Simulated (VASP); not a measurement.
Crystal: Re.

```
Re
1.0
     2.76639    0.00000    0.00000
    -1.38319    2.39576    0.00000
     0.00000    0.00000    8.93885
Re
4
Cartesian
  1.3832 0.7986 6.7041
  0.0000 0.0000 4.4694
  0.0000 1.5972 2.2347
  0.0000 0.0000 0.0000
```

| Quantity | Value |
| --- | --- |
| Program | VASP 6.6.1 |
| Task | relaxation of cell and atoms |
| Functional | LDA |
| Potentials or basis | VASP PAW LDA potentials, release 64 (Re) |
| Cutoff | 600 eV |
| k mesh | 8 × 8 × 3 |
| Occupations | fermi-dirac, width 0.05 eV |
| Spin | no spin polarisation |

At the start: pressure -11.0 GPa; volume 14.81 Å³/atom.

Q: Where does the relaxation end?

A: Over 10 steps the energy falls by 15.1 meV/atom and the volume is 14.39 Å³/atom (-2.8 %); space group P6_3/mmc (No. 194, to 0.05 Å).

Step by step:
| step | energy change (eV) | largest force (eV/Å) | pressure (GPa) | volume (Å³) |
| --- | --- | --- | --- | --- |
| 1 | 0.0000 | 0.0000 | -11.04 | 59.24 |
| 2 | 1.1657 | 0.0000 | 65.81 | 50.92 |
| 3 | -0.0597 | 0.0000 | -0.66 | 57.66 |
| 4 | -0.0599 | 0.0000 | -0.03 | 57.58 |
| 5 | -0.0599 | 0.0000 | 0.20 | 57.54 |
| 6 | -0.0599 | 0.0000 | 0.10 | 57.55 |
| 7 | -0.0603 | 0.0000 | 0.14 | 57.55 |
| 8 | -0.0603 | 0.0000 | 0.14 | 57.55 |
| 9 | -0.0603 | 0.0000 | -0.44 | 57.63 |
| 10 | -0.0603 | 0.0000 | 0.00 | 57.57 |

Final structure:
```
Re
1.0
     2.74407    0.00000    0.00000
    -1.37203    2.37643    0.00000
     0.00000    0.00000    8.82777
Re
4
Cartesian
  1.3720 0.7921 6.6208
  0.0000 0.0000 4.4139
  0.0000 1.5843 2.2069
  0.0000 0.0000 0.0000
```
